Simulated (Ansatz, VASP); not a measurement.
# Bi in VASP and in Ansatz

```
Bi
1.0
     2.22121    1.28242    3.85761
    -2.22121    1.28242    3.85761
     0.00000   -2.56483    3.85761
Bi
2
Cartesian
  0.0000 0.0000 8.8648
  0.0000 0.0000 2.7080
```

Change from the starting cell: volume scaled by 0.94.

Alike in both runs: task single point; functional PBEsol; k mesh 7 × 7 × 7; occupations fermi-dirac, width 0.05 eV; no spin polarisation.

|  | VASP | Ansatz |
| --- | --- | --- |
| version | VASP 6.6.1 | Ansatz 0.2.0 |
| potentials or method | VASP PAW PBE potentials, release 64 (Bi_d), cutoff 520 eV | all-electron LAPW, scalar-relativistic |

|  | VASP | Ansatz | Ansatz less VASP |
| --- | --- | --- | --- |
| gap on the k mesh at the Fermi level (eV) | 0.30 | 0.29 | -0.002 |
| least direct gap on the mesh (eV) | 0.56 | 0.56 | 0.000 |
| pressure (GPa) | 3.0 | 3.1 | +0.09 |
| traceless stress, the component that is largest in VASP (GPa) | -0.52 | -0.52 | -0.001 |
| rms of the force components (eV/Å) | 0.254 | 0.251 | -0.0033 |

VASP's potentials were made for PBE, not for PBEsol. Atom by atom the forces differ by 0.003 eV/Å (rms over components). Ansatz ran all-electron here, and VASP with PAW potentials.

Spin-orbit coupling is off throughout.
